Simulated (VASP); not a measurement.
# Ir (C2/m) in VASP: single point with LDA

Aim: the single point of Ir with LDA.

Everything below comes from runs of VASP 6.6.1. Logs are shortened: lines on timing, memory, paths and dates and some standing lists are left out, and cuts for length are marked.

### Step 1. The cell of the first run

Symmetry: C2/m, No. 12, monoclinic system. Conventional cell: a = 3.811 Å, b = 3.811 Å, c = 3.811 Å, α = 90.00°, β = 90.00°, γ = 90.00°. Ir (site symmetry m) has 12 Ir at 2.58 to 2.81 Å within 3.4 Å.

### Step 2. Single point, LDA (atoms displaced along several vibrational modes)

File INCAR:

```
PREC = Accurate
ENCUT = 520
EDIFF = 1E-6
ISMEAR = 0
SIGMA = 0.15
LREAL = F
LASPH = T
NELM = 100
ALGO = Fast
ISIF = 2
LWAVE = F
LCHARG = F
GGA = CA
NBANDS = 16
```

File KPOINTS:

```
Automatic mesh
0
Gamma
  16 16 12
```

File POSCAR:

```
Ir
1.0
    0.0000000000     -1.9054060557     -1.9054060557
    0.0000000000      1.9054060557     -1.9054060557
    3.8108121114      0.0000000000      0.0000000000
Ir
2
Direct
    0.5100765923      0.4899234077      0.4887687982
   -0.0100765923      0.0100765923      0.0112312018
```

Potentials or basis: VASP PAW LDA potentials, release 64 (Ir).

Run with:

```sh
$ cat potpaw_LDA.64/Ir/POTCAR > POTCAR
$ mpirun -np 1 vasp_std > vasp.out
```

OUTCAR:

```text
PREC = Accurate
   ENCUT = 520
   EDIFF = 1E-6
   ISMEAR = 0
   LREAL = F
   LASPH = T
   NELM = 100
   ISIF = 2
   GGA = CA

 ion  position               nearest neighbor table
   1  0.510  0.490  0.489-   2 2.58   2 2.64   2 2.64   2 2.69   2 2.70   2 2.76   2 2.76   2 2.81

   2  0.990  0.010  0.011-   1 2.58   1 2.64   1 2.64   1 2.69   1 2.70   1 2.76   1 2.76   1 2.81

  LATTYP: Found a simple tetragonal cell.
 ALAT       =     2.6946510858
 C/A-ratio  =     1.4142135624

  Lattice vectors:

 A1 = (   0.0000000000,  -1.9054060557,  -1.9054060557)
 A2 = (   0.0000000000,   1.9054060557,  -1.9054060557)
 A3 = (   3.8108121114,   0.0000000000,   0.0000000000)

Analysis of symmetry for initial positions (statically):
=====================================================================
 Subroutine PRICEL returns:
 Original cell was already a primitive cell.

 Routine SETGRP: Setting up the symmetry group for a
 simple tetragonal supercell.

 Subroutine GETGRP returns: Found  4 space group operations
 (whereof  2 operations were pure point group operations)
 out of a pool of 16 trial point group operations.

The static configuration has the point symmetry C_1h.
 The point group associated with its full space group is C_2h.

Analysis of symmetry for dynamics (positions and initial velocities):
=====================================================================
 Subroutine PRICEL returns:
 Original cell was already a primitive cell.

 Routine SETGRP: Setting up the symmetry group for a
 simple tetragonal supercell.

 Subroutine GETGRP returns: Found  4 space group operations
 (whereof  2 operations were pure point group operations)
 out of a pool of 16 trial point group operations.

The dynamic configuration has the point symmetry C_1h.
 The point group associated with its full space group is C_2h.

 Subroutine INISYM returns: Found  4 space group operations
 (whereof  2 operations are pure point group operations),
 and found     1 'primitive' translations

----------------------------------------------------------------------------------------

                                     Primitive cell

  volume of cell :      27.6709

  direct lattice vectors                    reciprocal lattice vectors
     0.000000000 -1.905406056 -1.905406056     0.000000000 -0.262411258 -0.262411258
     0.000000000  1.905406056 -1.905406056     0.000000000  0.262411258 -0.262411258
     3.810812111  0.000000000  0.000000000     0.262411258  0.000000000  0.000000000

  length of vectors
     2.694651086  2.694651086  3.810812111     0.371105560  0.371105560  0.262411258

  position of ions in fractional coordinates (direct lattice)
     0.510076592  0.489923408  0.488768798
     0.989923408  0.010076592  0.011231202

  ion indices of the primitive-cell ions
   primitive index   ion index
                 1           1
                 2           2

----------------------------------------------------------------------------------------

 KPOINTS: Automatic mesh

Automatic generation of k-mesh.
 Grid dimensions read from file:
 generate k-points for:   16   16   12

 Generating k-lattice:

  Cartesian coordinates                     Fractional coordinates (reciprocal lattice)
     0.000000000 -0.016400704 -0.016400704     0.062500000  0.000000000  0.000000000
     0.000000000  0.016400704 -0.016400704     0.000000000  0.062500000  0.000000000
     0.021867605  0.000000000  0.000000000     0.000000000  0.000000000  0.083333333

  Length of vectors
     0.023194097  0.023194097  0.021867605

  Shift w.r.t. Gamma in fractional coordinates (k-lattice)
     0.000000000  0.000000000  0.000000000

 Subroutine IBZKPT returns following result:
 ===========================================

 Found    826 irreducible k-points:

 Following reciprocal coordinates:
            Coordinates               Weight
  0.000000  0.000000  0.000000      1.000000
  0.062500  0.000000  0.000000      4.000000
  0.125000  0.000000  0.000000      4.000000
  0.187500  0.000000  0.000000      4.000000
  0.250000  0.000000  0.000000      4.000000
  0.312500  0.000000  0.000000      4.000000
[... 16 lines left out ...]
 -0.062500  0.437500  0.000000      4.000000
  0.500000  0.062500  0.000000      4.000000
 [... further k-points ...]
   k-points           NKPTS =    826   k-points in BZ     NKDIM =    826   number of bands    NBANDS=     16
   number of dos      NEDOS =    301   number of ions     NIONS =      2
   total plane-waves  NPLWV =  11200
   dimension x,y,z NGX =    20 NGY =   20 NGZ =   28
   dimension x,y,z NGXF=    40 NGYF=   40 NGZF=   56
   ions per type =               2
   NGX,Y,Z   is equivalent  to a cutoff of  12.34, 12.34, 12.21 a.u.
   NGXF,Y,Z  is equivalent  to a cutoff of  24.68, 24.68, 24.43 a.u.
 SYSTEM =  unknown system
   PREC   = accura    normal or accurate (medium, high low for compatibility)
   ISTART =      0    job   : 0-new  1-cont  2-samecut
   ICHARG =      2    charge: 1-file 2-atom 10-const
   ISPIN  =      1    spin polarized calculation?
   LNONCOLLINEAR =      F non collinear calculations
   LSORBIT =      F    spin-orbit coupling
   LASPH  =      T    aspherical Exc in radial PAW
   ENCUT  =  520.0 eV  38.22 Ry    6.18 a.u.   5.01  5.01  7.09*2*pi/ulx,y,z
   NELM   =    100;   NELMIN=  2; NELMDL= -5     # of ELM steps
   EDIFF  = 0.1E-05   stopping-criterion for ELM
   LREAL  =      F    real-space projection
   EDIFFG = 0.1E-04   stopping-criterion for IOM
   NSW    =      0    number of steps for IOM
   IBRION =     -1    ionic relax: 0-MD 1-quasi-New 2-CG
   NFREE  =      0    steps in history (QN), initial steepest desc. (CG)
   ISIF   =      2    stress and relaxation
   ISYM   =      2    0-nonsym 1-usesym 2-fastsym
   POTIM  = 0.5000    time-step for ionic-motion
   TEBEG  =    0.0;   TEEND  =   0.0 temperature during run
   PSTRESS=    0.0 pullay stress
   NELECT =      18.0000    total number of electrons
   NUPDOWN=      -1.0000    fix difference up-down
   EMIN   =  10.00;   EMAX   =-10.00  energy-range for DOS
   EFERMI =   0.00;   METHOD = LEGACY
   ISMEAR =     0;   SIGMA  =   0.15  broadening in eV -4-tet -1-fermi 0-gaus
   EFERMI_NEDOS =   21; number of points for ismear=-14 and -15
   IALGO  =     68    algorithm
   IMIX   =      4    mixing-type and parameters
     AMIX     =   0.40;   BMIX     =  1.00
     AMIX_MAG =   1.60;   BMIX_MAG =  1.00
  volume/ion in A,a.u.               =      13.84        93.37
  Fermi-wavevector in a.u.,A,eV,Ry     =   1.418485  2.680548 27.376284  2.012100
  Thomas-Fermi vector in A             =   2.539606
   LORBIT       =      0    0 simple, 1 ext, 2 COOP (PROOUT), +10 PAW based schemes
   GGA     = CA    functional components
   LHFCALC =     F    Hartree Fock is set to
   AEXX    =    0.0000 exact exchange contribution
   IVDW    =     0    specifies the selected vdW correction
   LEPSILON=     F    determine dielectric tensor
   LRPA    =     F    only Hartree local field effects (RPA)
 non-spin polarized calculation
 RMM-DIIS sequential band-by-band and
 Gauss-broadening in eV      SIGMA  =   0.15
  energy-cutoff  :      520.00
  volume of cell :       27.67
 maximum number of plane-waves:       776
   NGX = 11   NGY = 11   NGZ = 15

 number of electron      18.0000001 magnetization

 Free energy of the ion-electron system (eV)
  ---------------------------------------------------
  ext. energy  EPLUGINS =         0.00000000
  ---------------------------------------------------
  free energy    TOTEN  =       -20.57758388 eV

  energy without entropy =      -20.55562113  energy(sigma->0) =      -20.56660250

 E-fermi :  10.7167     XC(G=0): -14.2630

 val. band max:       10.7155754900   @ k =   0.3125   0.1875   0.3333
 cond. band min:      10.7183804765   @ k =   0.1875  -0.3125   0.0833
 fundamental gap:      0.0028049865
 Fermi energy:        10.7166988391

 k-point     1 :       0.0000    0.0000    0.0000
  band No.  band energies     occupation
      1      -0.6373      2.00000
      2       2.5130      2.00000
      3       3.0592      2.00000
      4       6.6044      2.00000
      5       6.6264      2.00000
      6       6.7112      2.00000
[... 8 lines left out ...]
     15      22.5696      0.00000
     16      25.1017      0.00000

 k-point     2 :       0.0625    0.0000    0.0000
  band No.  band energies     occupation
      1      -0.5179      2.00000
      2       2.6031      2.00000
      3       3.1441      2.00000
      4       6.5647      2.00000
      5       6.6639      2.00000
      6       6.7523      2.00000
[... 8 lines left out ...]
     15      22.8684      0.00000
     16      25.3133      0.00000

 k-point     3 :       0.1250    0.0000    0.0000
  band No.  band energies     occupation
      1      -0.1687      2.00000
      2       2.8333      2.00000
      3       3.4194      2.00000
      4       6.3786      2.00000
      5       6.8056      2.00000
      6       6.9067      2.00000
[... 8 lines left out ...]
     15      23.7058      0.00000
     16      25.9031      0.00000

 k-point     4 :       0.1875    0.0000    0.0000
  band No.  band energies     occupation
      1       0.3835      2.00000
      2       3.1303      2.00000
      3       3.8968      2.00000
      4       6.1169      2.00000
      5       7.0167      2.00000
      6       7.0893      2.00000
[... 8 lines left out ...]
     15      24.9409      0.00000
     16      26.7717      0.00000
[... 324 lines left out ...]
 k-point    22 :       0.4375    0.0625    0.0000
  band No.  band energies     occupation
      1       3.6167      2.00000
      2       4.4485      2.00000
      3       5.3017      2.00000
      4       5.5175      2.00000
      5       5.6172      2.00000
      6       6.3805      2.00000
[... 8 lines left out ...]
     15      24.4843      0.00000
     16      27.0535      0.00000

 k-point    23 :      -0.0625    0.4375    0.0000
  band No.  band energies     occupation
      1       3.6181      2.00000
      2       4.4478      2.00000
      3       5.3118      2.00000
      4       5.5280      2.00000
      5       5.6032      2.00000
      6       6.3763      2.00000
[... 8 lines left out ...]
     15      24.4876      0.00000
     16      27.0581      0.00000

 k-point    24 :       0.5000    0.0625    0.0000
  band No.  band energies     occupation
      1       4.1470      2.00000
      2       4.3012      2.00000
      3       5.2488      2.00000
      4       5.4331      2.00000
      5       5.7502      2.00000
      6       6.0716      2.00000
[... 8 lines left out ...]
     15      25.2232      0.00000
     16      25.9275      0.00000

 [... further k-points ...]

------------------------ aborting loop because EDIFF is reached ----------------------------------------

  FORCE on cell =-STRESS in cart. coord.  units (eV):
  Direction    XX          YY          ZZ          XY          YZ          ZX
  --------------------------------------------------------------------------------------
  -------------------------------------------------------------------------------------
  Total        1.0077201      0.9214263      0.6813934      0.4200739      0.0000000      0.0000000
  in kB       58.3482584     53.3517371     39.4535322     24.3228078      0.0000000      0.0000000
  external PRESSURE =      50.3845092 kB  Pullay stress =       0.0000000 kB

 VOLUME and BASIS-vectors are now :
 -----------------------------------------------------------------------------
  energy-cutoff  :      520.00
  volume of cell :       27.67
      direct lattice vectors                 reciprocal lattice vectors
     0.000000000 -1.905406056 -1.905406056     0.000000000 -0.262411258 -0.262411258
     0.000000000  1.905406056 -1.905406056     0.000000000  0.262411258 -0.262411258
     3.810812111  0.000000000  0.000000000     0.262411258  0.000000000  0.000000000

 POSITION                                       TOTAL-FORCE (eV/Angst)
 -----------------------------------------------------------------------------------
      1.86261     -0.03840     -1.90541         1.232042      0.665459      0.000000
      0.04280     -1.86701     -1.90541        -1.232042     -0.665459      0.000000
 -----------------------------------------------------------------------------------
    total drift:                               -0.000000     -0.000000      0.000000

  FREE ENERGIE OF THE ION-ELECTRON SYSTEM (eV)
  ---------------------------------------------------
  free  energy   TOTEN  =       -20.5775838820 eV

  energy  without entropy=      -20.5556211258  energy(sigma->0) =      -20.56660250
```

Wall time 3.3 min (1 thread of Intel Xeon Platinum 8488C (Sapphire Rapids), shared host); peak memory 0.39 GiB.

Results:

| Property | Result |
| --- | --- |
| Free energy | -20.5776 eV |
| Pressure | 5.0 GPa |
| Largest force | 1.400 eV/Å |
| Band gap on the k mesh | zero (bands 9 and 10 overlap by 3.16 eV) |

Forces on the atoms (eV/Å):
```
Ir   1.232  0.665  0.000
Ir  -1.232 -0.665  0.000
```

Stress tensor (GPa, compression positive):
```
5.83 2.43 0.00
2.43 5.34 0.00
0.00 0.00 3.95
```

Levels at points of the mesh, in eV from the Fermi level:
```
           k point  band 7  band 8  band 9  band 10  band 11  band 12
(0.00, 0.00, 0.00)   -1.31   -1.26    0.91     1.46     1.52     1.84
(0.50, 0.00, 0.00)   -2.68   -2.67   -1.51    -1.04     2.78     3.15
(0.50, 0.50, 0.00)    1.45    1.49    1.50     1.52     1.74     1.96
(0.00, 0.00, 0.50)   -2.25   -2.18   -1.67    -1.65    -0.49     0.04
(0.50, 0.00, 0.50)   -0.83   -0.77    0.87     0.90     0.95     1.00
(0.50, 0.50, 0.50)   -1.81   -1.80    1.51     1.52     8.13     8.30
```

Caveat: the cell differs from its parent crystal (atoms displaced along several vibrational modes); the cell stands under pressure; spin-orbit coupling is left out, which moves the levels of the heavy elements; forces of over 1 eV/Å act on the atoms, so gaps and moduli don't describe the material at rest.
